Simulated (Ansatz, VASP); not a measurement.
**One calculation of LiNO3, two programs**

```xyz
10
Lattice="2.2955 1.3253 4.7718 -2.2955 1.3253 4.7718 0.0000 -2.6506 4.7718" Properties=species:S:1:pos:R:3 pbc="T T T"
Li    0.0000    0.0000    0.0000
Li    0.0000    0.0000    7.1577
N     0.0000    0.0000    3.5788
N     0.0000    0.0000   10.7365
O    -1.0519    1.3253    8.3506
O    -0.6218   -1.5736    8.3506
O     1.6737    0.2483    8.3506
O     1.0519   -1.3253    5.9647
O     0.6218    1.5736    5.9647
O    -1.6737   -0.2483    5.9647
```

Alike in both runs: functional LDA; k mesh 6 × 6 × 6; occupations gaussian, width 0.02 eV; no spin polarisation.

Ansatz relaxed the structure, and its values are those at the end. VASP's run is a single point on that final structure, the one shown.

```csv
,VASP,Ansatz
version,VASP 6.6.1,Ansatz 0.2.0
potentials or method,"VASP PAW LDA potentials, release 64 (Li_sv, N, O), cutoff 520 eV","scalar-relativistic, plane waves, PAW"
valence electrons in the cell,52,52
```

VASP gave:

| Quantity | Value |
| --- | --- |
| gap on the k mesh at the Fermi level (eV) | 3.10 |
| least direct gap on the mesh (eV) | 3.45 |
| rms of the force components (eV/Å) | 0.304 |

Which values does Ansatz return?

gap on the k mesh at the Fermi level (eV): 3.13; least direct gap on the mesh (eV): 3.48; rms of the force components (eV/Å): 0.001.

LDA's correlation is that of Perdew and Zunger in VASP and of Perdew and Wang (1992) in Ansatz.

Noted on VASP's run: the cutoff is short for stress, so the pressure is rough; the standard files for N, O and F lose accuracy on very short bonds.
